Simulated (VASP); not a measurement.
**C: single point with PBEsol**

The system is C.

```xyz
4
Lattice="2.4587 0.0000 0.0000 -1.2289 7.6289 0.0000 -1.2298 -0.5945 2.0449" Properties=species:S:1:pos:R:3 pbc="T T T"
C    -0.3073    5.3256    1.3634
C    -0.9222    1.5106    1.3632
C     0.3073    1.7088    0.6815
C     0.9222    5.5238    0.6817
```

```yaml
Program: VASP 6.6.1
Task: single point
Functional: PBEsol
Potentials_or_basis: VASP PAW PBE potentials, release 64 (C)
Cutoff: 520 eV
k_mesh: 14 × 5 × 17
Occupations: gaussian, width 0.1 eV
Spin: no spin polarisation
Dipole_correction: no
Further_INCAR_settings: ALGO = Normal; EDIFF = 1e-07; NBANDS = 16; ISYM = 0
```

```json
{
 "Pressure": "0.6 GPa",
 "Largest force": "0.023 eV/Å"
}
```

Forces in eV/Å, atoms in the order of the input:
```
C    0.013 -0.005  0.018
C    0.013 -0.005  0.018
C   -0.013  0.005 -0.018
C   -0.013  0.005 -0.018
```

Stress tensor (GPa, compression positive):
```
 1.08 -0.03  0.11
-0.03  0.09 -0.20
 0.11 -0.20  0.71
```

Wall time 3.4 min on 1 thread of Intel(R) Xeon(R) Platinum 8488C (Sapphire Rapids), on a shared host, peak memory 0.35 GiB.

Caveat: this functional lacks dispersion, which binds the layers, so the pressure and a relaxed spacing across them are unreliable; the PAW data sets were made with another functional, which shifts forces and pressure a little.
